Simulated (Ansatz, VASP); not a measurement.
BeS in VASP and in Ansatz

The input INCAR:

```
SYSTEM = BeS
PREC = Accurate
ENCUT = 520
EDIFF = 1E-6
ISMEAR = -1
SIGMA = 0.02
LREAL = .FALSE.
LASPH = .TRUE.
NELM = 60
ALGO = Normal
ISIF = 2
LWAVE = .FALSE.
LCHARG = .TRUE.
GGA = PE
LELF = .TRUE.
LVHAR = .TRUE.
NBANDS = 11
```

Contents of KPOINTS:

```
regular mesh
0
G
  10 10 10
  0 0 0
```

Contents of POSCAR:

```
BeS
1.0
    0.0000000000      2.4343062282      2.4343062282
    2.4343062282      0.0000000000      2.4343062282
    2.4343062282      2.4343062282      0.0000000000
Be S
1 1
Direct
    0.0000000000      0.0000000000      0.0000000000
    0.2500000000      0.2500000000      0.2500000000
```

Input for Ansatz:

```yaml
crystal:
  lattice:
    - [0.0, 2.4343062282, 2.4343062282]
    - [2.4343062282, 0.0, 2.4343062282]
    - [2.4343062282, 2.4343062282, 0.0]
  atoms:
    - { symbol: Be, position: [0.0, 0.0, 0.0] }
    - { symbol: S, position: [0.25, 0.25, 0.25] }
kpoints:
  mp_grid: { grid: [10, 10, 10] }
  band_path:
    path:
      - [0.0, 0.0, 0.0]
      - [-0.5, -0.5, 0.0]
      - [-0.375, -0.375, 0.25]
      - [-0.375, 0.0, 0.375]
      - [0.0, 0.0, 0.5]
      - [-0.5, -0.25, 0.25]
      - [-0.0375, 0.0, 0.0375]
    npoints: 1
hamiltonian:
  xc: pbe
scf:
  occupations: { method: fermi_dirac, width: 0.02 }
  n_extra_bands: 4
output:
  forces: true
  stress: true
  eigenvalues: true
  write_density: true
  write_potential: true
  elf: true
  volumetric_format: npy
```

Alike in both runs: task single point; functional PBE; k mesh 10 × 10 × 10; occupations fermi-dirac, width 0.02 eV; no spin polarisation.

|  | VASP | Ansatz |
| --- | --- | --- |
| version | VASP 6.6.1 | Ansatz 0.2.0 |
| potentials or method | VASP PAW PBE potentials, release 64 (Be, S) | plane waves, PAW |
| plane-wave cutoff (eV) | 520 | 420 |
| valence electrons in the cell | 8 | 8 |

```tsv
	VASP	Ansatz	Ansatz less VASP
gap on the k mesh at the Fermi level (eV)	3.14	3.14	-0.001
pressure (GPa)	0.4	0.4	-0.01
```
